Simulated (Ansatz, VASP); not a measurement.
## Si in VASP and in Ansatz

POSCAR

```
Si
1.0
    2.8714063276      0.0000000000      0.0000000000
   -1.4357031638      2.4867108243      0.0000000000
    0.0000000000      0.0000000000      3.8833851352
Si
2
Direct
    0.3333333333      0.6666666667      0.2500000000
    0.6666666667      0.3333333333      0.7500000000
```

The input INCAR.step1:

```
SYSTEM = Si
PREC     = Accurate       ! precision mode
ENCUT    = 520            ! plane-wave cutoff, eV
ISMEAR   = 0              ! smearing method
SIGMA    = 0.15           ! smearing width, eV
LREAL    = .False.        ! projectors in reciprocal space
LASPH    = .True.         ! aspherical terms in the spheres
NELM     = 80             ! most SCF steps
NBANDS   = 11             ! bands
GGA      = PE             ! functional
ALGO     = Normal         ! electronic algorithm
EDIFF    = 1E-4           ! SCF threshold, eV
LWAVE    = .True.         ! write WAVECAR
LCHARG   = .False.        ! write CHGCAR
```

The input INCAR.step2:

```
SYSTEM = Si
PREC     = Accurate       ! precision mode
ENCUT    = 520            ! plane-wave cutoff, eV
EDIFF    = 1E-6           ! SCF threshold, eV
ISMEAR   = 0              ! smearing method
SIGMA    = 0.15           ! smearing width, eV
LREAL    = .False.        ! projectors in reciprocal space
LASPH    = .True.         ! aspherical terms in the spheres
NELM     = 80             ! most SCF steps
ALGO     = Normal         ! electronic algorithm
ISIF     = 2              ! what is computed and relaxed
LWAVE    = .False.        ! write WAVECAR
LCHARG   = .False.        ! write CHGCAR
METAGGA  = R2SCAN         ! meta-GGA
LMIXTAU  = .True.       
NBANDS   = 11             ! bands
ISTART   = 1
```

The input KPOINTS:

```
regular mesh
0
Gamma
  24 24 12
  0 0 0
```

Input for Ansatz:

```yaml
crystal:
  lattice:
    - [2.8714063276, 0.0, 0.0]
    - [-1.4357031638, 2.4867108243, 0.0]
    - [0.0, 0.0, 3.8833851352]
  atoms:
    - { symbol: Si, position: [0.3333333333, 0.6666666667, 0.25] }
    - { symbol: Si, position: [0.6666666667, 0.3333333333, 0.75] }
basis:
  ecutwfc: 500
kpoints:
  mp_grid: { grid: [24, 24, 12] }
hamiltonian:
  xc: r2scan
scf:
  occupations: { method: gaussian, width: 0.15 }
output:
  forces: true
  stress: true
  eigenvalues: true
```

Alike in both runs: task single point; functional r2SCAN; k mesh 24 × 24 × 12; occupations gaussian, width 0.15 eV; no spin polarisation.

```csv
,VASP,Ansatz
version,VASP 6.6.1,Ansatz 0.2.0
potentials or method,"VASP PAW PBE potentials, release 64 (Si), cutoff 520 eV","scalar-relativistic, plane waves, PAW"
valence electrons in the cell,8,8
```

Ansatz gave:

| Quantity | Value |
| --- | --- |
| gap on the k mesh at the Fermi level (eV) | none |
| pressure (GPa) | 3.5 |
| traceless stress, the component that is largest in VASP (GPa) | 2.63 |

**Question.** Estimate VASP's values.

**Answer.** gap on the k mesh at the Fermi level (eV): none; pressure (GPa): 3.5; traceless stress, the component that is largest in VASP (GPa): 2.51.

VASP's potentials were made for PBE, not for r2SCAN. A gap of «none» marks a metal or a gap that the smearing closes.
